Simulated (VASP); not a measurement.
A run of VASP 6.6.1 is set up as follows.

Contents of INCAR:

```
PREC     = Accurate       # precision mode
ENCUT    = 520            # plane-wave cutoff, eV
EDIFF    = 1E-6           # SCF threshold, eV
ISMEAR   = -1             # smearing method
SIGMA    = 0.05           # smearing width, eV
LREAL    = False          # projectors in reciprocal space
LASPH    = True           # aspherical terms in the spheres
NELM     = 100            # most SCF steps
ALGO     = Normal         # electronic algorithm
ISIF     = 2              # what is computed and relaxed
LWAVE    = False          # write WAVECAR
LCHARG   = True           # write CHGCAR
GGA      = PS             # functional
LELF     = True           # ELF
LVHAR    = True         
NBANDS   = 13             # bands
```

KPOINTS

```
Automatic mesh
0
Gamma
  4 4 4
```

The input POSCAR:

```
Se
1.0
   -0.0107600000      3.0890900000      3.1226300000
    3.1586400000      0.0116900000      3.1001800000
    3.1832800000      3.0912800000     -0.0129500000
Se
2
Direct
    0.4905689149      0.5106135750      0.4977199809
    0.7581100000      0.7324300000      0.7726200000
```

Potentials or basis: VASP PAW PBE potentials, release 64 (Se).

The run is started by

```console
$ cat potpaw_PBE.64/Se/POTCAR > POTCAR
$ mpirun -np 1 vasp_std > vasp.out
```

(1) Estimate the band gap on the k mesh.

(2) Estimate the largest force.

(3) Predict the pressure.

Results:

(1) zero (band 6 reaches 2.38 eV, above the bottom of band 7 at 1.35 eV).

(2) 1.013 eV/Å.

(3) -0.2 GPa.

Caveat: the k points lie up to 0.44 Å⁻¹ apart; the PAW data sets were made with another functional, which shifts forces and pressure a little.
